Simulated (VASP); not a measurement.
# BaS (P-6m2) in VASP: a series of runs

Aim: see how the results for BaS move with the level of theory and the settings. Levels: PBEsol, LDA. Tasks: single point.

Program: VASP 6.6.1. These are calculated values, not measurements. Logs are shortened: lines on timing, memory, paths and dates and some standing lists are left out, and cuts for length are marked.

## (1) The cell of the first run

The structure is hexagonal, space group P-6m2 (No. 187). The conventional cell has a = 4.365 Å, b = 4.365 Å, c = 3.978 Å, α = 90.00°, β = 90.00°, γ = 120.00°. Within 4.4 Å of Ba (site symmetry -6m2) lie 6 S at 3.21 Å and 8 Ba at 3.98 to 4.37 Å. Within 4.4 Å of S (site symmetry -6m2) lie 6 Ba at 3.21 Å and 8 S at 3.98 to 4.37 Å.

## (2) Single point, PBEsol

Contents of INCAR:

```
SYSTEM = BaS
ALGO = Normal
EDIFF = 1E-7
ENCUT = 520
GGA = PS
ISIF = 2
ISMEAR = 0
LASPH = .TRUE.
LCHARG = .FALSE.
LREAL = .FALSE.
LWAVE = .FALSE.
NBANDS = 15
NELM = 80
PREC = Accurate
SIGMA = 0.05
```

Contents of KPOINTS:

```
k-points
0
G
  10 10 8
  0 0 0
```

Contents of POSCAR:

```
BaS
1.0
    4.3652937922      0.0000000000      0.0000000000
   -2.1826468961      3.7804553190      0.0000000000
    0.0000000000      0.0000000000      3.9780699241
Ba S
1 1
Direct
    0.0000000000      0.0000000000      0.0000000000
    0.6666666667      0.3333333333      0.5000000000
```

Potentials or basis: VASP PAW PBE potentials, release 64 (Ba_sv, S).

On the command line:

```bash
cat potpaw_PBE.64/Ba_sv/POTCAR potpaw_PBE.64/S/POTCAR > POTCAR
mpirun -np 1 vasp_std > vasp.out
```

OUTCAR:

```text
SYSTEM = BaS
   EDIFF = 1E-7
   ENCUT = 520
   GGA = PS
   ISIF = 2
   ISMEAR = 0
   LASPH = .TRUE.
   LREAL = .FALSE.
   NELM = 80
   PREC = Accurate

 ion  position               nearest neighbor table
   1  0.000  0.000  0.000-   2 3.21   2 3.21   2 3.21   2 3.21   2 3.21   2 3.21
   2  0.667  0.333  0.500-   1 3.21   1 3.21   1 3.21   1 3.21   1 3.21   1 3.21

  LATTYP: Found a hexagonal cell.
 ALAT       =     4.3652937922
 C/A-ratio  =     0.9112948895

  Lattice vectors:

 A1 = (   4.3652937922,   0.0000000000,   0.0000000000)
 A2 = (  -2.1826468961,   3.7804553190,   0.0000000000)
 A3 = (   0.0000000000,   0.0000000000,   3.9780699241)

Analysis of symmetry for initial positions (statically):
=====================================================================
 Subroutine PRICEL returns:
 Original cell was already a primitive cell.

 Routine SETGRP: Setting up the symmetry group for a
 hexagonal supercell.

 Subroutine GETGRP returns: Found 12 space group operations
 (whereof 12 operations were pure point group operations)
 out of a pool of 24 trial point group operations.

The static configuration has the point symmetry D_3h.

Analysis of symmetry for dynamics (positions and initial velocities):
=====================================================================
 Subroutine PRICEL returns:
 Original cell was already a primitive cell.

 Routine SETGRP: Setting up the symmetry group for a
 hexagonal supercell.

 Subroutine GETGRP returns: Found 12 space group operations
 (whereof 12 operations were pure point group operations)
 out of a pool of 24 trial point group operations.

The dynamic configuration has the point symmetry D_3h.

 Subroutine INISYM returns: Found 12 space group operations
 (whereof 12 operations are pure point group operations),
 and found     1 'primitive' translations

----------------------------------------------------------------------------------------

                                     Primitive cell

  volume of cell :      65.6493

  direct lattice vectors                    reciprocal lattice vectors
     4.365293792  0.000000000  0.000000000     0.229079656  0.132259201  0.000000000
    -2.182646896  3.780455319  0.000000000     0.000000000  0.264518402  0.000000000
     0.000000000  0.000000000  3.978069924     0.000000000  0.000000000  0.251378186

  length of vectors
     4.365293792  4.365293792  3.978069924     0.264518402  0.264518402  0.251378186

  position of ions in fractional coordinates (direct lattice)
     0.000000000  0.000000000  0.000000000
     0.666666667  0.333333333  0.500000000

  ion indices of the primitive-cell ions
   primitive index   ion index
                 1           1
                 2           2

----------------------------------------------------------------------------------------

 KPOINTS: k-points

Automatic generation of k-mesh.
 Grid dimensions read from file:
 generate k-points for:   10   10    8

 Generating k-lattice:

  Cartesian coordinates                     Fractional coordinates (reciprocal lattice)
     0.022907966  0.013225920  0.000000000     0.100000000  0.000000000  0.000000000
     0.000000000  0.026451840  0.000000000     0.000000000  0.100000000  0.000000000
     0.000000000  0.000000000  0.031422273     0.000000000  0.000000000  0.125000000

  Length of vectors
     0.026451840  0.026451840  0.031422273

  Shift w.r.t. Gamma in fractional coordinates (k-lattice)
     0.000000000  0.000000000  0.000000000

 Subroutine IBZKPT returns following result:
 ===========================================

 Found     70 irreducible k-points:

 Following reciprocal coordinates:
            Coordinates               Weight
  0.000000  0.000000  0.000000      1.000000
  0.100000  0.000000  0.000000      6.000000
  0.200000  0.000000  0.000000      6.000000
  0.300000  0.000000  0.000000      6.000000
  0.400000  0.000000  0.000000      6.000000
  0.500000 -0.000000  0.000000      3.000000
[... 16 lines left out ...]
  0.300000  0.100000  0.125000     24.000000
  0.400000  0.100000  0.125000     24.000000
 [... further k-points ...]
   k-points           NKPTS =     70   k-points in BZ     NKDIM =     70   number of bands    NBANDS=     15
   number of dos      NEDOS =    301   number of ions     NIONS =      2
   total plane-waves  NPLWV =  30720
   dimension x,y,z NGX =    32 NGY =   32 NGZ =   30
   dimension x,y,z NGXF=    64 NGYF=   64 NGZF=   60
   ions per type =               1   1
   NGX,Y,Z   is equivalent  to a cutoff of  12.19, 12.19, 12.54 a.u.
   NGXF,Y,Z  is equivalent  to a cutoff of  24.37, 24.37, 25.07 a.u.
 SYSTEM =  BaS
   PREC   = accura    normal or accurate (medium, high low for compatibility)
   ISTART =      0    job   : 0-new  1-cont  2-samecut
   ICHARG =      2    charge: 1-file 2-atom 10-const
   ISPIN  =      1    spin polarized calculation?
   LNONCOLLINEAR =      F non collinear calculations
   LSORBIT =      F    spin-orbit coupling
   LASPH  =      T    aspherical Exc in radial PAW
   ENCUT  =  520.0 eV  38.22 Ry    6.18 a.u.   8.12  8.12  7.40*2*pi/ulx,y,z
   NELM   =     80;   NELMIN=  2; NELMDL= -5     # of ELM steps
   EDIFF  = 0.1E-06   stopping-criterion for ELM
   LREAL  =      F    real-space projection
   EDIFFG = 0.1E-05   stopping-criterion for IOM
   NSW    =      0    number of steps for IOM
   IBRION =     -1    ionic relax: 0-MD 1-quasi-New 2-CG
   NFREE  =      0    steps in history (QN), initial steepest desc. (CG)
   ISIF   =      2    stress and relaxation
   ISYM   =      2    0-nonsym 1-usesym 2-fastsym
   POTIM  = 0.5000    time-step for ionic-motion
   TEBEG  =    0.0;   TEEND  =   0.0 temperature during run
   PSTRESS=    0.0 pullay stress
   NELECT =      16.0000    total number of electrons
   NUPDOWN=      -1.0000    fix difference up-down
   EMIN   =  10.00;   EMAX   =-10.00  energy-range for DOS
   EFERMI =   0.00;   METHOD = LEGACY
   ISMEAR =     0;   SIGMA  =   0.05  broadening in eV -4-tet -1-fermi 0-gaus
   EFERMI_NEDOS =   21; number of points for ismear=-14 and -15
   IALGO  =     38    algorithm
   IMIX   =      4    mixing-type and parameters
     AMIX     =   0.40;   BMIX     =  1.00
     AMIX_MAG =   1.60;   BMIX_MAG =  1.00
  volume/ion in A,a.u.               =      32.82       221.51
  Fermi-wavevector in a.u.,A,eV,Ry     =   1.022598  1.932430 14.227696  1.045706
  Thomas-Fermi vector in A             =   2.156286
   LORBIT       =      0    0 simple, 1 ext, 2 COOP (PROOUT), +10 PAW based schemes
   GGA     = PS    functional components
   LHFCALC =     F    Hartree Fock is set to
   AEXX    =    0.0000 exact exchange contribution
   IVDW    =     0    specifies the selected vdW correction
   LEPSILON=     F    determine dielectric tensor
   LRPA    =     F    only Hartree local field effects (RPA)
 non-spin polarized calculation
 Gauss-broadening in eV      SIGMA  =   0.05
  energy-cutoff  :      520.00
  volume of cell :       65.65
 maximum number of plane-waves:      1792
   NGX = 17   NGY = 17   NGZ = 15

 number of electron      16.0000002 magnetization

 Free energy of the ion-electron system (eV)
  ---------------------------------------------------
  ext. energy  EPLUGINS =         0.00000000
  ---------------------------------------------------
  free energy    TOTEN  =       -10.45076575 eV

  energy without entropy =      -10.45076575  energy(sigma->0) =      -10.45076575

 E-fermi :   1.9530     XC(G=0):  -8.7585

 val. band max:        1.7456276167   @ k =   0.0000   0.0000   0.0000
 cond. band min:       3.5972190090   @ k =   0.0000   0.0000   0.0000
 fundamental gap:      1.8515913923
 Fermi energy:         1.9530042637

 k-point     1 :       0.0000    0.0000    0.0000
  band No.  band energies     occupation
      1     -24.9304      2.00000
      2      -9.9698      2.00000
      3      -9.9698      2.00000
      4      -9.8237      2.00000
      5      -8.9546      2.00000
      6       0.9286      2.00000
      7       0.9286      2.00000
      8       1.7456      2.00000
      9       3.5972      0.00000
     10       4.6198      0.00000
     11       7.2292      0.00000
     12       7.2292      0.00000
     13       8.1541      0.00000
     14       8.1541      0.00000
     15      10.3937      0.00000

 k-point     2 :       0.1000    0.0000    0.0000
  band No.  band energies     occupation
      1     -24.9262      2.00000
      2     -10.1293      2.00000
      3      -9.9827      2.00000
      4      -9.8154      2.00000
      5      -8.7999      2.00000
      6       0.7312      2.00000
      7       0.9692      2.00000
      8       1.6742      2.00000
      9       3.7150      0.00000
     10       4.9953      0.00000
     11       6.8746      0.00000
     12       7.2772      0.00000
     13       8.0719      0.00000
     14       8.2100      0.00000
     15      10.5973      0.00000

 k-point     3 :       0.2000    0.0000    0.0000
  band No.  band energies     occupation
      1     -24.9151      2.00000
      2     -10.4317      2.00000
      3     -10.0163      2.00000
      4      -9.7933      2.00000
      5      -8.5105      2.00000
      6       0.3375      2.00000
      7       1.0713      2.00000
      8       1.4964      2.00000
      9       3.9794      0.00000
     10       5.8489      0.00000
     11       6.3345      0.00000
     12       7.4508      0.00000
     13       7.8759      0.00000
     14       8.2907      0.00000
     15      10.7125      0.00000

 k-point     4 :       0.3000    0.0000    0.0000
  band No.  band energies     occupation
      1     -24.9013      2.00000
      2     -10.7101      2.00000
      3     -10.0571      2.00000
      4      -9.7657      2.00000
      5      -8.2490      2.00000
      6      -0.0108      2.00000
      7       1.1886      2.00000
      8       1.2918      2.00000
      9       4.0783      0.00000
     10       6.1820      0.00000
     11       6.8727      0.00000
     12       7.6632      0.00000
     13       7.7868      0.00000
     14       8.2692      0.00000
     15      10.9329      0.00000
[... 307 lines left out ...]
 k-point    22 :       0.2000    0.1000    0.1250
  band No.  band energies     occupation
      1     -24.8973      2.00000
      2     -10.5827      2.00000
      3     -10.0487      2.00000
      4      -9.9359      2.00000
      5      -8.2544      2.00000
      6       0.2005      2.00000
      7       0.9392      2.00000
      8       1.1981      2.00000
      9       4.4365      0.00000
     10       5.9461      0.00000
     11       6.7036      0.00000
     12       7.0226      0.00000
     13       8.4198      0.00000
     14       8.5963      0.00000
     15      10.4722      0.00000

 k-point    23 :       0.3000    0.1000    0.1250
  band No.  band energies     occupation
      1     -24.8850      2.00000
      2     -10.7683      2.00000
      3     -10.0986      2.00000
      4      -9.8929      2.00000
      5      -8.1213      2.00000
      6      -0.0374      2.00000
      7       0.9246      2.00000
      8       1.1516      2.00000
      9       4.4084      0.00000
     10       6.2521      0.00000
     11       6.9673      0.00000
     12       7.3833      0.00000
     13       8.5278      0.00000
     14       8.9435      0.00000
     15      10.8563      0.00000

 k-point    24 :       0.4000    0.1000    0.1250
  band No.  band energies     occupation
      1     -24.8774      2.00000
      2     -10.8730      2.00000
      3     -10.1291      2.00000
      4      -9.8648      2.00000
      5      -8.0519      2.00000
      6      -0.1654      2.00000
      7       0.9534      2.00000
      8       1.0836      2.00000
      9       4.3047      0.00000
     10       6.6397      0.00000
     11       7.1362      0.00000
     12       7.5895      0.00000
     13       8.3735      0.00000
     14       9.4975      0.00000
     15      10.7716      0.00000

 [... further k-points ...]

------------------------ aborting loop because EDIFF is reached ----------------------------------------

  FORCE on cell =-STRESS in cart. coord.  units (eV):
  Direction    XX          YY          ZZ          XY          YZ          ZX
  --------------------------------------------------------------------------------------
  -------------------------------------------------------------------------------------
  Total       -0.5062199     -0.5062199     -0.5835050      0.0000000      0.0000000      0.0000000
  in kB      -12.3543460    -12.3543460    -14.2404969      0.0000000      0.0000000      0.0000000
  external PRESSURE =     -12.9830629 kB  Pullay stress =       0.0000000 kB

 VOLUME and BASIS-vectors are now :
 -----------------------------------------------------------------------------
  energy-cutoff  :      520.00
  volume of cell :       65.65
      direct lattice vectors                 reciprocal lattice vectors
     4.365293792  0.000000000  0.000000000     0.229079656  0.132259201  0.000000000
    -2.182646896  3.780455319  0.000000000     0.000000000  0.264518402  0.000000000
     0.000000000  0.000000000  3.978069924     0.000000000  0.000000000  0.251378186

 POSITION                                       TOTAL-FORCE (eV/Angst)
 -----------------------------------------------------------------------------------
      0.00000      0.00000      0.00000        -0.000000      0.000000      0.000000
      2.18265      1.26015      1.98903         0.000000      0.000000      0.000000
 -----------------------------------------------------------------------------------
    total drift:                               -0.000000      0.000000      0.000000

  FREE ENERGIE OF THE ION-ELECTRON SYSTEM (eV)
  ---------------------------------------------------
  free  energy   TOTEN  =       -10.4507657548 eV

  energy  without entropy=      -10.4507657548  energy(sigma->0) =      -10.45076575
```

Wall time 76 s (1 thread of AMD EPYC 7R43 (Zen 3), shared host); peak memory 0.19 GiB.

What came out:

```yaml
Free_energy: -10.4508 eV
Pressure: -1.3 GPa
Band_gap_on_the_k_mesh: 1.85 eV
```

Stress tensor (GPa, compression positive):
```
-1.24  0.00  0.00
 0.00 -1.24  0.00
 0.00  0.00 -1.42
```

Caveat: the PAW data sets were made with another functional, which shifts forces and pressure a little; spin-orbit coupling is left out, which moves the levels of the heavy elements.

## (3) Single point, LDA

Contents of INCAR:

```
ALGO = Normal ; EDIFF = 1E-6
ENCUT = 520 ; ISIF = 2
ISMEAR = 0 ; LASPH = True
LCHARG = False ; LREAL = False
LWAVE = False ; NBANDS = 15
NELM = 80 ; PREC = Accurate
SIGMA = 0.05
```

Contents of KPOINTS:

```
k-points
0
Gamma
  10 10 8
```

POSCAR is that of step 2.

Potentials or basis: VASP PAW LDA potentials, release 64 (Ba_sv, S).

On the command line:

```bash
cat potpaw_LDA.64/Ba_sv/POTCAR potpaw_LDA.64/S/POTCAR > POTCAR
mpirun -np 1 vasp_std > vasp.out
```

It took 62 s on 1 thread of AMD EPYC 7R43 (Zen 3), shared host; peak memory 0.17 GiB.

It converged, with:

```yaml
Free_energy: -10.8851 eV
Pressure: -2.6 GPa
Band_gap_on_the_k_mesh: 1.75 eV
```

Stress tensor (GPa, compression positive):
```
-2.43  0.00  0.00
 0.00 -2.43  0.00
 0.00  0.00 -2.83
```

Levels at points of the mesh, in eV from the valence-band top:
```tsv
k point	band 4	band 5	band 6	band 7	band 8	band 9	band 10	band 11	band 12	band 13
(0.00, 0.00, 0.00)	-11.56	-10.66	-0.82	-0.82	0.00	1.75	2.76	5.41	5.41	6.37
(0.50, 0.00, 0.00)	-11.47	-9.72	-2.06	-0.67	-0.43	1.96	5.17	5.66	6.13	6.32
(0.00, 0.00, 0.50)	-11.60	-9.41	-2.48	-0.67	-0.67	3.73	3.73	4.66	4.66	4.79
(0.50, 0.00, 0.50)	-11.72	-10.26	-1.68	-1.28	-1.27	3.35	4.75	6.76	7.10	7.73
```

Caveat: spin-orbit coupling is left out, which moves the levels of the heavy elements.
